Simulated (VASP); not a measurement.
## C: single point with PBE

Crystal: C.

```xyz
12
Lattice="1.7834 -1.7834 0.0000 1.7834 0.0000 -1.7834 7.4223 7.4223 7.4223" Properties=species:S:1:pos:R:3 pbc="T T T"
C     4.3101    0.7433    0.7433
C     0.7433    0.7433    0.7433
C     4.3101    2.5267    2.5267
C     7.8769    4.3101    4.3101
C     7.8769    2.5267    2.5267
C     7.8769    6.0935    6.0935
C     5.2018    1.6350    1.6350
C     5.2018   -0.1484   -0.1484
C     5.2018    3.4184    3.4184
C     8.7686    5.2018    5.2018
C     5.2018    5.2018    5.2018
C     1.6350   -0.1484   -0.1484
```

This cell differs from its parent crystal: the distance across one plane changed.

```json
{
 "Program": "VASP 6.6.1",
 "Task": "single point",
 "Functional": "PBE",
 "Potentials or basis": "VASP PAW PBE potentials, release 64 (C)",
 "Cutoff": "520 eV",
 "k mesh": "10 × 10 × 2",
 "Occupations": "gaussian, width 0.05 eV",
 "Spin": "no spin polarisation",
 "Dipole correction": "no",
 "Further INCAR settings": "ALGO = Normal; EDIFF = 1e-07; NBANDS = 36"
}
```

```json
{
 "Pressure": "-5.1 GPa",
 "Largest force": "2.231 eV/Å",
 "Band gap on the k mesh": "3.00 eV (least direct gap 3.49 eV)"
}
```

Forces in eV/Å, atoms in the order of the input:
```
C   -0.032 -0.032 -0.032
C   -1.288 -1.288 -1.288
C   -0.003 -0.003 -0.003
C   -0.137 -0.137 -0.137
C   -0.010 -0.010 -0.010
C    0.874  0.874  0.874
C    0.010  0.010  0.010
C    0.137  0.137  0.137
C    0.003  0.003  0.003
C    1.288  1.288  1.288
C    0.032  0.032  0.032
C   -0.874 -0.874 -0.874
```

Stress tensor (GPa, compression positive):
```
-5.15 -6.12 -6.12
-6.12 -5.15 -6.12
-6.12 -6.12 -5.15
```

Levels at points of the mesh, in eV from the valence-band top:
```csv
k point,band 22,band 23,band 24,band 25,band 26,band 27
"(0.00, 0.00, 0.00)",-0.29,-0.29,0.00,3.49,5.62,5.62
"(0.50, 0.00, 0.00)",-3.80,-3.12,-2.42,3.00,4.65,4.91
"(0.00, 0.00, 0.50)",-0.62,-0.41,-0.41,3.87,5.72,5.72
"(0.50, 0.00, 0.50)",-3.52,-3.25,-2.67,3.11,4.73,4.88
```

Wall time 2.2 min on 1 thread of Intel Xeon 8259CL, with other jobs on the host, peak memory 0.2 GiB.

Caveat: the cell differs from its parent crystal (the distance across one plane changed); the cell stands under tension; forces of over 1 eV/Å act on the atoms, so gaps and moduli don't describe the material at rest. A k mesh can miss the band edges.
